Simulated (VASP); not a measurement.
Write the native input for VASP 6.6.1 that does the following.

- Task: relaxation of cell and atoms
- Functional: r2SCAN
- Potentials or basis: VASP PAW PBE potentials, release 64 (Al, Cu)
- Cutoff: 600 eV
- k mesh: 12 × 12 × 12
- Occupations: gaussian, width 0.1 eV
- Spin: no spin polarisation
- Target pressure: 60 GPa
- Dipole correction: no
- Further INCAR settings: ALGO = Normal; EDIFF = 1e-07; IBRION = 2; EDIFFG = -0.008; NSW = 70; ISIF = 3

Crystal: AlCu3.

```
CELL_PARAMETERS angstrom
3.38190 0.00000 0.00000
0.00000 3.38190 0.00000
0.00000 0.00000 3.38190
ATOMIC_POSITIONS crystal
Al 0.00000 0.00000 0.00000
Cu 0.50000 0.50000 0.00000
Cu 0.50000 0.00000 0.50000
Cu 0.00000 0.50000 0.50000
```

The input as run:

POSCAR

```
AlCu3
1.0
    3.3819015492      0.0000000000      0.0000000000
    0.0000000000      3.3819015492      0.0000000000
    0.0000000000      0.0000000000      3.3819015492
Al Cu
1 3
Direct
    0.0000000000      0.0000000000      0.0000000000
    0.5000000000      0.5000000000      0.0000000000
    0.5000000000      0.0000000000      0.5000000000
    0.0000000000      0.5000000000      0.5000000000
```

INCAR.step1

```
PREC = Accurate
ENCUT = 600
ISMEAR = 0
SIGMA = 0.1
LREAL = False
LASPH = True
NELM = 100
GGA = PE
ALGO = Normal
EDIFF = 1E-4
LWAVE = True
LCHARG = False
```

INCAR.step2

```
PREC = Accurate
ENCUT = 600
EDIFF = 1E-7
ISMEAR = 0
SIGMA = 0.1
LREAL = False
LASPH = True
NELM = 100
ALGO = Normal
ISIF = 3
LWAVE = False
LCHARG = False
METAGGA = R2SCAN
LMIXTAU = True
IBRION = 2
NSW = 70
EDIFFG = -0.008
PSTRESS = 600.0
ISTART = 1
```

KPOINTS

```
Automatic mesh
0
Gamma
  12 12 12
```

Potentials or basis: VASP PAW PBE potentials, release 64 (Al, Cu).

Command:

```sh
$ cat potpaw_PBE.64/Al/POTCAR potpaw_PBE.64/Cu/POTCAR > POTCAR
$ cp INCAR.step1 INCAR
$ mpirun -np 1 vasp_std > vasp.out
$ cp INCAR.step2 INCAR
$ mpirun -np 1 vasp_std > vasp.out
```

Results of the run:

```
Relaxed volume                                             : 9.59 Å³/atom
Relaxed cell                                               : a = 3.372 Å, b = 3.372 Å, c = 3.372 Å, α = 90.00°, β = 90.00°, γ = 90.00°
Space group after relaxing (to 0.1 Å)                      : Pm-3m (No. 221)
Energy change on relaxing (the run minimises the enthalpy) : +30.1 meV/atom
Ionic steps                                                : 3
Pressure after relaxing                                    : 60.0 GPa
Band gap on the k mesh                                     : zero (bands 18 and 19 overlap by 6.93 eV)
```

Caveat: the cell is relaxed towards a set pressure, so the run minimises the enthalpy, not the energy; the PAW data sets were made with another functional, which shifts forces and pressure a little.

It took 6 min on 1 thread of Intel(R) Xeon(R) 6975P-C (Granite Rapids) (shared host), peak memory 0.22 GiB.
